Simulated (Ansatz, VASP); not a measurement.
**One calculation of Ti3H, two programs**

```
Ti H
1.0
     4.60374    0.00000    0.00000
    -2.30187    3.98696    0.00000
     0.00000    0.00000   22.49682
Ti H
6 2
Direct
  0.66667 0.33333 0.17780
  0.33333 0.66667 0.21957
  0.00000 0.00000 0.26135
  0.66667 0.33333 0.29805
  0.33333 0.66667 0.33046
  0.00000 0.00000 0.37769
  0.21739 0.78261 0.44037
  0.44927 0.55073 0.44037
```

Alike in both runs: task single point; functional PBE; k mesh 6 × 6 × 1; occupations gaussian, width 0.1 eV; no spin polarisation.

|  | VASP | Ansatz |
| --- | --- | --- |
| version | VASP 6.6.1 | Ansatz 0.2.0 |
| potentials or method | VASP PAW PBE potentials, release 64 (Ti_sv, H), cutoff 520 eV | scalar-relativistic, plane waves, PAW |
| valence electrons in the cell | 74 | 74 |

VASP gave:

- gap on the k mesh at the Fermi level (eV): none
- rms of the force components (eV/Å): 0.760

**Question.** Which values does Ansatz return?

**Answer.** gap on the k mesh at the Fermi level (eV): none; rms of the force components (eV/Å): 0.762.

Atom by atom the forces differ by 0.005 eV/Å (rms over components). A gap of «none» marks a metal or a gap that the smearing closes.
